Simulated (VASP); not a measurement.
**AlN: single point with r2SCAN**

The system is AlN.

```xyz
12
Lattice="4.3698 0.0000 0.0000 0.0000 2.1849 -2.1849 0.0000 7.0850 7.0850" Properties=species:S:1:pos:R:3 pbc="T T T"
Al    0.0000    1.6386    1.6386
Al    2.1849    3.8235    1.6386
Al    0.0000    3.8235    3.8235
Al    2.1849    6.0084    3.8235
Al    0.0000    6.0084    6.0084
Al    2.1849    1.6386   -0.5463
N     3.2774    2.7310    2.7310
N     1.0925    4.9159    2.7310
N     3.2774    4.9159    4.9159
N     1.0925    7.1008    4.9159
N     3.2774    0.5461    0.5461
N     1.0925    2.7310    0.5461
```

This cell differs from its parent crystal: the distance across one plane changed.

```yaml
Program: VASP 6.6.1
Task: single point
Functional: r2SCAN
Potentials_or_basis: VASP PAW PBE potentials, release 64 (Al, N)
Cutoff: 520 eV
k_mesh: 5 × 7 × 3
Occupations: gaussian, width 0.05 eV
Spin: no spin polarisation
Dipole_correction: no
Further_INCAR_settings: ALGO = Normal; EDIFF = 1e-06; NBANDS = 36
```

```yaml
Pressure: -6.7 GPa
Largest_force: 1.627 eV/Å
Band_gap_on_the_k_mesh: 3.42 eV (least direct gap 3.43 eV)
```

Forces in eV/Å, atoms in the order of the input:
```
Al  -0.191 -0.467 -0.467
Al   0.105 -0.020 -0.020
Al   0.105  0.020  0.020
Al  -0.191  0.467  0.467
Al   0.951  0.743  0.743
Al   0.951 -0.743 -0.743
N   -0.012  0.098  0.098
N   -0.012 -0.098 -0.098
N   -0.171  0.276  0.276
N   -0.683  1.044  1.044
N   -0.683 -1.044 -1.044
N   -0.171 -0.276 -0.276
```

Stress tensor (GPa, compression positive):
```
-4.90  0.00  0.00
 0.00 -7.65 -6.23
 0.00 -6.23 -7.65
```

Levels at points of the mesh, in eV from the valence-band top:
```tsv
k point	band 22	band 23	band 24	band 25	band 26	band 27
(0.00, 0.00, 0.00)	-0.17	-0.14	-0.01	3.42	3.59	5.96
```

Run time: 2.7 min on 1 thread of Intel(R) Xeon(R) 6975P-C (Granite Rapids) (shared host), peak memory 0.28 GiB.

Caveat: the cell differs from its parent crystal (the distance across one plane changed); the cell stands under tension; the PAW data sets were made with another functional, which shifts forces and pressure a little. A k mesh can miss the band edges.
